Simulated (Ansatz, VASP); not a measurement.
CuO: VASP beside Ansatz

Contents of INCAR:

```
  PREC = Accurate
  ENCUT = 520
  EDIFF = 1E-6
  ISMEAR = -1
  SIGMA = 0.05
  LREAL = F
  LASPH = T
  NELM = 150
  ALGO = Normal
  ISIF = 2
  LWAVE = F
  LCHARG = F
  LMAXMIX = 4
  LDAU = T
  LDAUTYPE = 2
  LDAUL = 2 -1
  LDAUU = 1 0
  LDAUJ = 0 0
  LDAUPRINT = 1
  GGA = PE
  NBANDS = 25
```

KPOINTS

```
Automatic mesh
0
Gamma
  8 8 6
```

Contents of POSCAR:

```
CuO
1.0
    3.4220509700      0.0000000000      0.0000000000
    0.0000000000      3.4220509700      0.0000000000
    0.0000000000      0.0000000000      4.2604614800
Cu O
2 2
Direct
    0.0000000000      0.5000000000      0.0000000000
    0.5000000000      0.0000000000      0.5000000000
    0.0000000000      0.0000000000      0.2500000000
    0.0000000000      0.0000000000      0.7500000000
```

Contents of input.yaml:

```yaml
crystal:
  lattice:
    - [3.42205097, 0.0, 0.0]
    - [0.0, 3.42205097, 0.0]
    - [0.0, 0.0, 4.26046148]
  atoms:
    - { symbol: Cu, position: [0.0, 0.5, 0.0] }
    - { symbol: Cu, position: [0.5, 0.0, 0.5] }
    - { symbol: O, position: [0.0, 0.0, 0.25] }
    - { symbol: O, position: [0.0, 0.0, 0.75] }
hamiltonian:
  xc: pbe
  pseudopotentials: { kind: paw }
  hubbard: { sites: [{ species: Cu, l: d, u_eff: 1.0 }] }
kpoints:
  mp_grid: { grid: [8, 8, 6] }
  band_path:
    path:
      - [[0.0, 0.0, 0.0], [0.0, 0.5, 0.0], [0.5, 0.5, 0.0], [0.0, 0.0, 0.0], [0.0, 0.0, 0.5], [0.0, 0.5, 0.5], [0.5, 0.5, 0.5], [0.0, 0.0, 0.5]]
      - [[0.0, 0.5, 0.0], [0.0, 0.5, 0.5]]
      - [[0.5, 0.5, 0.0], [0.5, 0.5, 0.5]]
    npoints: 14
scf:
  occupations: { method: fermi_dirac, width: 0.05 }
  n_extra_bands: 10
output:
  forces: true
  stress: true
  eigenvalues: true
  fatbands: false
```

Alike in both runs: functional PBE; k mesh 8 × 8 × 6; occupations fermi-dirac, width 0.05 eV; no spin polarisation; Hubbard terms Cu d U = 1.0 eV.

|  | VASP | Ansatz |
| --- | --- | --- |
| version | VASP 6.6.1 | Ansatz 0.2.0 |
| potentials or method | VASP PAW PBE potentials, release 64 (Cu, O) | Ansatz PAW |
| plane-wave cutoff (eV) | 520 | 420 |
| valence electrons in the cell | 34 | 50 |
| task | single point | band structure |

|  | VASP | Ansatz | Ansatz less VASP |
| --- | --- | --- | --- |
| gap on the k mesh at the Fermi level (eV) | none | none | - |
| pressure (GPa) | -2.6 | -2.3 | +0.27 |
| traceless stress, the component that is largest in VASP (GPa) | 23.18 | 23.19 | +0.010 |

The programs project onto different local orbitals, so the same U acts differently, and such runs can settle in different states. A gap of «none» marks a metal or a gap that the smearing closes. VASP's potentials hold 34 valence electrons a cell and Ansatz's 50, so a difference there can come from the potentials and not from the codes.
